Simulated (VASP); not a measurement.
# C (P6_3/mmc) in VASP: a series of runs

The runs below take C through single point, with r2SCAN.

All numbers are computed with VASP 6.6.1; they aren't measurements. Logs are shortened: lines on timing, memory, paths and dates and some standing lists are left out, and cuts for length are marked.

### Step 1. The cell of the first run

It takes space group P6_3/mmc (No. 194, hexagonal). Conventional cell: a = 2.389 Å, b = 2.389 Å, c = 6.818 Å, α = 90.00°, β = 90.00°, γ = 120.00°. Within 1.8 Å of C (site symmetry -6m2) lie 3 C at 1.38 Å. Within 1.8 Å of C (site symmetry -6m2) lie 3 C at 1.38 Å.

### Step 2. Single point, r2SCAN (volume scaled by 0.92)

File POSCAR:

```
C
1.0
    2.3885940235      0.0000000000      0.0000000000
   -1.1942970118      2.0685831037      0.0000000000
    0.0000000000      0.0000000000      6.8184586411
C
4
Direct
    1.0000000000      1.0000000000      0.2500000000
    0.0000000000      0.0000000000      0.7500000000
    0.3333333333      0.6666666667      0.2500000000
    0.6666666667      0.3333333333      0.7500000000
```

File INCAR.step1:

```
PREC = Accurate ; ENCUT = 520
ISMEAR = -1 ; SIGMA = 0.05
LREAL = False ; LASPH = True
NELM = 80 ; NBANDS = 16
GGA = PE ; ALGO = Normal
EDIFF = 1E-4 ; LWAVE = True
LCHARG = False
```

File INCAR.step2:

```
PREC = Accurate ; ENCUT = 520
EDIFF = 1E-6 ; ISMEAR = -1
SIGMA = 0.05 ; LREAL = False
LASPH = True ; NELM = 80
ALGO = Normal ; ISIF = 2
LWAVE = False ; LCHARG = True
METAGGA = R2SCAN ; LMIXTAU = True
LELF = True ; LVHAR = True
NBANDS = 16 ; ISTART = 1
```

File KPOINTS:

```
Automatic mesh
0
Gamma
  14 14 4
```

Potentials or basis: VASP PAW PBE potentials, release 64 (C).

Command:

```
> cat potpaw_PBE.64/C/POTCAR > POTCAR
> cp INCAR.step1 INCAR
> mpirun -np 1 vasp_std > vasp.out
> cp INCAR.step2 INCAR
> mpirun -np 1 vasp_std > vasp.out
```

OUTCAR:

```text
PREC = Accurate
   ENCUT = 520
   EDIFF = 1E-6
   ISMEAR = -1
   LREAL = False
   LASPH = True
   NELM = 80
   ISIF = 2
   METAGGA = R2SCAN
   ISTART = 1

 ion  position               nearest neighbor table
   1  0.000  0.000  0.250-   3 1.38   3 1.38   3 1.38
   2  0.000  0.000  0.750-   4 1.38   4 1.38   4 1.38
   3  0.333  0.667  0.250-   1 1.38   1 1.38   1 1.38
   4  0.667  0.333  0.750-   2 1.38   2 1.38   2 1.38

  LATTYP: Found a hexagonal cell.
 ALAT       =     2.3885940235
 C/A-ratio  =     2.8545908488

  Lattice vectors:

 A1 = (   2.3885940235,   0.0000000000,   0.0000000000)
 A2 = (  -1.1942970118,   2.0685831037,   0.0000000000)
 A3 = (   0.0000000000,   0.0000000000,   6.8184586411)

Analysis of symmetry for initial positions (statically):
=====================================================================
 Subroutine PRICEL returns:
 Original cell was already a primitive cell.

 Routine SETGRP: Setting up the symmetry group for a
 hexagonal supercell.

 Subroutine GETGRP returns: Found 24 space group operations
 (whereof 12 operations were pure point group operations)
 out of a pool of 24 trial point group operations.

The static configuration has the point symmetry D_3d.
 The point group associated with its full space group is D_6h.

Analysis of symmetry for dynamics (positions and initial velocities):
=====================================================================
 Subroutine PRICEL returns:
 Original cell was already a primitive cell.

 Routine SETGRP: Setting up the symmetry group for a
 hexagonal supercell.

 Subroutine GETGRP returns: Found 24 space group operations
 (whereof 12 operations were pure point group operations)
 out of a pool of 24 trial point group operations.

The dynamic configuration has the point symmetry D_3d.
 The point group associated with its full space group is D_6h.

 Subroutine INISYM returns: Found 24 space group operations
 (whereof 12 operations are pure point group operations),
 and found     1 'primitive' translations

----------------------------------------------------------------------------------------

                                     Primitive cell

  volume of cell :      33.6900

  direct lattice vectors                    reciprocal lattice vectors
     2.388594024  0.000000000  0.000000000     0.418656327  0.241711343  0.000000000
    -1.194297012  2.068583104  0.000000000     0.000000000  0.483422686  0.000000000
[... 90 lines left out ...]
   LREAL  =      F    real-space projection
   EDIFFG = 0.1E-04   stopping-criterion for IOM
   NSW    =      0    number of steps for IOM
   IBRION =     -1    ionic relax: 0-MD 1-quasi-New 2-CG
   NFREE  =      0    steps in history (QN), initial steepest desc. (CG)
   ISIF   =      2    stress and relaxation
   ISYM   =      2    0-nonsym 1-usesym 2-fastsym
   POTIM  = 0.5000    time-step for ionic-motion
   TEBEG  =    0.0;   TEEND  =   0.0 temperature during run
   PSTRESS=    0.0 pullay stress
   NELECT =      16.0000    total number of electrons
   NUPDOWN=      -1.0000    fix difference up-down
   EMIN   =  10.00;   EMAX   =-10.00  energy-range for DOS
   EFERMI =   0.00;   METHOD = LEGACY
   ISMEAR =    -1;   SIGMA  =   0.05  broadening in eV -4-tet -1-fermi 0-gaus
   EFERMI_NEDOS =   21; number of points for ismear=-14 and -15
   IALGO  =     38    algorithm
   IMIX   =      4    mixing-type and parameters
     AMIX     =   0.40;   BMIX     =  1.00
     AMIX_MAG =   1.60;   BMIX_MAG =  1.00
  volume/ion in A,a.u.               =       8.42        56.84
  Fermi-wavevector in a.u.,A,eV,Ry     =   1.277265  2.413681 22.196622  1.631406
  Thomas-Fermi vector in A             =   2.409874
   LORBIT       =      0    0 simple, 1 ext, 2 COOP (PROOUT), +10 PAW based schemes
   METAGGA = R2SCAN    functional components
   LHFCALC =     F    Hartree Fock is set to
   AEXX    =    0.0000 exact exchange contribution
   IVDW    =     0    specifies the selected vdW correction
   LEPSILON=     F    determine dielectric tensor
   LRPA    =     F    only Hartree local field effects (RPA)
 non-spin polarized calculation
  energy-cutoff  :      520.00
  volume of cell :       33.69
 maximum number of plane-waves:       931
 NGX is ok and might be reduce to    18
   NGX =  9   NGY =  9   NGZ = 25

 number of electron      16.0000005 magnetization

 Free energy of the ion-electron system (eV)
  ---------------------------------------------------
  ext. energy  EPLUGINS =         0.00000000
  ---------------------------------------------------
  free energy    TOTEN  =       -39.51063124 eV

  energy without entropy =      -39.51063054  energy(sigma->0) =      -39.51063089

 E-fermi :   5.1067     XC(G=0): -11.2144

 val. band max:        4.5597475360   @ k =   0.3571   0.2857   0.0000
 cond. band min:       5.6754565347   @ k =   0.3571   0.2857   0.0000
 fundamental gap:      1.1157089987
 Fermi energy:         5.1066551737

 k-point     1 :       0.0000    0.0000    0.0000
  band No.  band energies     occupation
      1     -16.6071      2.00000
      2     -16.3568      2.00000
      3      -4.4966      2.00000
      4      -2.6999      2.00000
      5       1.8941      2.00000
      6       1.8941      2.00000
[... 433 lines left out ...]
      3      -8.4891      2.00000
      4      -8.4797      2.00000
      5      -6.4104      2.00000
      6      -6.3407      2.00000
[... 8 lines left out ...]
     15      18.7474      0.00000
     16      20.9028      0.00000

 [... further k-points ...]

------------------------ aborting loop because EDIFF is reached ----------------------------------------

  FORCE on cell =-STRESS in cart. coord.  units (eV):
  Direction    XX          YY          ZZ          XY          YZ          ZX
  --------------------------------------------------------------------------------------
  -------------------------------------------------------------------------------------
  Total        8.5410672      8.5410672      0.1301623     -0.0000000      0.0000000      0.0000000
  in kB      406.1824871    406.1824871      6.1900511     -0.0000000      0.0000000      0.0000000
  external PRESSURE =     272.8516751 kB  Pullay stress =       0.0000000 kB

 VOLUME and BASIS-vectors are now :
 -----------------------------------------------------------------------------
  energy-cutoff  :      520.00
  volume of cell :       33.69
      direct lattice vectors                 reciprocal lattice vectors
     2.388594024  0.000000000  0.000000000     0.418656327  0.241711343  0.000000000
    -1.194297012  2.068583104  0.000000000     0.000000000  0.483422686  0.000000000
     0.000000000  0.000000000  6.818458641     0.000000000  0.000000000  0.146660712

 POSITION                                       TOTAL-FORCE (eV/Angst)
 -----------------------------------------------------------------------------------
      0.00000      0.00000      1.70461         0.000000     -0.000000     -0.000000
      0.00000      0.00000      5.11384        -0.000000      0.000000     -0.000000
     -0.00000      1.37906      1.70461         0.000000     -0.000000      0.000000
      1.19430      0.68953      5.11384        -0.000000      0.000000      0.000000
 -----------------------------------------------------------------------------------
    total drift:                                0.000000     -0.000000      0.000000

  FREE ENERGIE OF THE ION-ELECTRON SYSTEM (eV)
  ---------------------------------------------------
  free  energy   TOTEN  =       -39.5106312358 eV

  energy  without entropy=      -39.5106305442  energy(sigma->0) =      -39.51063089
```

It took 56 s on 1 thread of Intel Xeon 6975P-C (Granite Rapids), shared host; peak memory 0.16 GiB.

Results:

```
Free energy            : -39.5106 eV
Pressure               : 27.3 GPa
Band gap on the k mesh : 1.12 eV, direct
```

Caveat: the PAW data sets were made with another functional, which shifts forces and pressure a little.

### Step 3. Single point, r2SCAN (volume scaled by 0.96)

File POSCAR:

```
C
1.0
    2.4227214061      0.0000000000      0.0000000000
   -1.2113607030      2.0981382840      0.0000000000
    0.0000000000      0.0000000000      6.9158783550
C
4
Direct
    1.0000000000      1.0000000000      0.2500000000
    0.0000000000      0.0000000000      0.7500000000
    0.3333333333      0.6666666667      0.2500000000
    0.6666666667      0.3333333333      0.7500000000
```

File INCAR.step1:

```
SYSTEM = C
ALGO = Normal
EDIFF = 1E-4
ENCUT = 520
GGA = PE
ISMEAR = -1
LASPH = .TRUE.
LCHARG = .FALSE.
LREAL = .FALSE.
LWAVE = .TRUE.
NBANDS = 16
NELM = 80
PREC = Accurate
SIGMA = 0.05
```

File INCAR.step2:

```
SYSTEM = C
ALGO = Normal
EDIFF = 1E-6
ENCUT = 520
ISIF = 2
ISMEAR = -1
ISTART = 1
LASPH = .TRUE.
LCHARG = .FALSE.
LMIXTAU = .TRUE.
LREAL = .FALSE.
LWAVE = .FALSE.
METAGGA = R2SCAN
NBANDS = 16
NELM = 80
PREC = Accurate
SIGMA = 0.05
```

File KPOINTS:

```
k-points
0
G
  14 14 4
  0 0 0
```

Potentials or basis: VASP PAW PBE potentials, release 64 (C).

Command:

```
> cat potpaw_PBE.64/C/POTCAR > POTCAR
> cp INCAR.step1 INCAR
> mpirun -np 1 vasp_std > vasp.out
> cp INCAR.step2 INCAR
> mpirun -np 1 vasp_std > vasp.out
```

OUTCAR:

```text
SYSTEM = C
   EDIFF = 1E-6
   ENCUT = 520
   ISIF = 2
   ISMEAR = -1
   ISTART = 1
   LASPH = .TRUE.
   LREAL = .FALSE.
   METAGGA = R2SCAN
   NELM = 80
   PREC = Accurate

 ion  position               nearest neighbor table
   1  0.000  0.000  0.250-   3 1.40   3 1.40   3 1.40
   2  0.000  0.000  0.750-   4 1.40   4 1.40   4 1.40
   3  0.333  0.667  0.250-   1 1.40   1 1.40   1 1.40
   4  0.667  0.333  0.750-   2 1.40   2 1.40   2 1.40

  LATTYP: Found a hexagonal cell.
 ALAT       =     2.4227214061
 C/A-ratio  =     2.8545908488

  Lattice vectors:

 A1 = (   2.4227214061,   0.0000000000,   0.0000000000)
 A2 = (  -1.2113607030,   2.0981382840,   0.0000000000)
 A3 = (   0.0000000000,   0.0000000000,   6.9158783550)

Analysis of symmetry for initial positions (statically):
=====================================================================
 Subroutine PRICEL returns:
 Original cell was already a primitive cell.

 Routine SETGRP: Setting up the symmetry group for a
 hexagonal supercell.

 Subroutine GETGRP returns: Found 24 space group operations
 (whereof 12 operations were pure point group operations)
[... 174 lines left out ...]
 fundamental gap:      1.0798563967
 Fermi energy:         4.7155547384

 k-point     1 :       0.0000    0.0000    0.0000
  band No.  band energies     occupation
      1     -16.6219      2.00000
      2     -16.3934      2.00000
      3      -4.5306      2.00000
      4      -2.8336      2.00000
      5       1.4803      2.00000
      6       1.4803      2.00000
[... 433 lines left out ...]
      3      -8.7087      2.00000
      4      -8.7057      2.00000
      5      -6.5019      2.00000
      6      -6.4437      2.00000
[... 8 lines left out ...]
     15      18.0005      0.00000
     16      19.8759      0.00000

 [... further k-points ...]

------------------------ aborting loop because EDIFF is reached ----------------------------------------

  FORCE on cell =-STRESS in cart. coord.  units (eV):
  Direction    XX          YY          ZZ          XY          YZ          ZX
  --------------------------------------------------------------------------------------
  -------------------------------------------------------------------------------------
  Total        4.1682283      4.1682283      0.0608862      0.0000000      0.0000000     -0.0000000
  in kB      189.9665569    189.9665569      2.7748809      0.0000000      0.0000000     -0.0000000
  external PRESSURE =     127.5693316 kB  Pullay stress =       0.0000000 kB

 VOLUME and BASIS-vectors are now :
 -----------------------------------------------------------------------------
  energy-cutoff  :      520.00
  volume of cell :       35.15
      direct lattice vectors                 reciprocal lattice vectors
     2.422721406  0.000000000  0.000000000     0.412758973  0.238306504  0.000000000
    -1.211360703  2.098138284  0.000000000     0.000000000  0.476613009  0.000000000
     0.000000000  0.000000000  6.915878355     0.000000000  0.000000000  0.144594793

 POSITION                                       TOTAL-FORCE (eV/Angst)
 -----------------------------------------------------------------------------------
      0.00000      0.00000      1.72897         0.000000     -0.000000     -0.000000
      0.00000      0.00000      5.18691        -0.000000      0.000000     -0.000000
     -0.00000      1.39876      1.72897         0.000000     -0.000000      0.000000
      1.21136      0.69938      5.18691         0.000000     -0.000000      0.000000
 -----------------------------------------------------------------------------------
    total drift:                                0.000000     -0.000000      0.000000

  FREE ENERGIE OF THE ION-ELECTRON SYSTEM (eV)
  ---------------------------------------------------
  free  energy   TOTEN  =       -39.6931262537 eV

  energy  without entropy=      -39.6931252904  energy(sigma->0) =      -39.69312577
```

OUTCAR.step1:

```text
SYSTEM = C
   EDIFF = 1E-4
   ENCUT = 520
   GGA = PE
   ISMEAR = -1
   LASPH = .TRUE.
[... 687 lines left out ...]
      0.00000      0.00000      5.18691         0.000000     -0.000000      0.000000
     -0.00000      1.39876      1.72897        -0.000000      0.000000     -0.000000
      1.21136      0.69938      5.18691         0.000000     -0.000000      0.000000
 -----------------------------------------------------------------------------------
    total drift:                                0.000000     -0.000000      0.000000

  FREE ENERGIE OF THE ION-ELECTRON SYSTEM (eV)
  ---------------------------------------------------
  free  energy   TOTEN  =       -36.7725681261 eV

  energy  without entropy=      -36.7725663113  energy(sigma->0) =      -36.77256722
```

OSZICAR.step1:

```text
N       E                     dE             d eps       ncg     rms          rms(c)
DAV:   1     0.347141953699E+02    0.34714E+02   -0.79966E+03  2304   0.925E+02
DAV:   2    -0.368850060075E+02   -0.71599E+02   -0.65226E+02  3272   0.193E+02
DAV:   3    -0.395516713363E+02   -0.26667E+01   -0.26549E+01  2960   0.348E+01
DAV:   4    -0.395733814118E+02   -0.21710E-01   -0.21702E-01  2968   0.376E+00
DAV:   5    -0.395737225809E+02   -0.34117E-03   -0.34115E-03  2944   0.444E-01    0.954E+00
DAV:   6    -0.374393780987E+02    0.21343E+01   -0.14220E+00  2744   0.762E+00    0.558E+00
DAV:   7    -0.367626715643E+02    0.67671E+00   -0.17546E+00  2792   0.857E+00    0.165E+00
DAV:   8    -0.367742336086E+02   -0.11562E-01   -0.83239E-02  2656   0.173E+00    0.417E-01
DAV:   9    -0.367723597291E+02    0.18739E-02   -0.25966E-03  2904   0.359E-01    0.121E-01
DAV:  10    -0.367725779698E+02   -0.21824E-03   -0.81403E-04  2512   0.185E-01    0.899E-02
DAV:  11    -0.367725681261E+02    0.98437E-05   -0.33206E-05  1832   0.403E-02
   1 F= -.36772568E+02 E0= -.36772567E+02  d E =-.181475E-05
```

It took 58 s on 1 thread of Intel Xeon 6975P-C (Granite Rapids), shared host; peak memory 0.16 GiB.

What came out:

```
Free energy            : -39.6931 eV
Pressure               : 12.8 GPa
Band gap on the k mesh : 1.08 eV, direct
```

Levels at points of the mesh, in eV from the valence-band top:
| k point | band 6 | band 7 | band 8 | band 9 | band 10 | band 11 |
| --- | --- | --- | --- | --- | --- | --- |
| (0.00, 0.00, 0.00) | -2.71 | -2.69 | -2.69 | 4.49 | 9.48 | 9.48 |
| (0.50, 0.00, 0.00) | -6.43 | -2.47 | -1.87 | 2.10 | 2.76 | 8.53 |
| (0.00, 0.00, 0.50) | -2.70 | -2.70 | -2.70 | 7.02 | 7.02 | 9.50 |
| (0.50, 0.00, 0.50) | -6.45 | -2.13 | -2.13 | 2.27 | 2.27 | 8.69 |

Caveat: the PAW data sets were made with another functional, which shifts forces and pressure a little.
